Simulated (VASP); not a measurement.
La:

```
La
1.0
    -2.15178    2.15178    2.15178
     2.15178   -2.15178    2.15178
     2.15178    2.15178   -2.15178
La
1
Direct
  0.00000 0.00000 0.00000
```

Base run:

```yaml
Program: VASP 6.6.1
Functional: PBEsol
Potentials_or_basis: VASP PAW PBE potentials, release 64 (La)
Cutoff: 520 eV
k_mesh: 9 × 9 × 9
Occupations: fermi-dirac, width 0.05 eV
Spin: no spin polarisation
```

Its results: pressure -3.3 GPa.

Problem. The run is repeated on the same cell with these changes: functional from PBEsol to PBE. What comes out?

Solution. Pressure -1.4 GPa.

PBE binds less tightly than PBEsol, so the same cell stands under more pressure.

Caveats: the PAW data sets were made with another functional, which shifts forces and pressure a little (some runs).
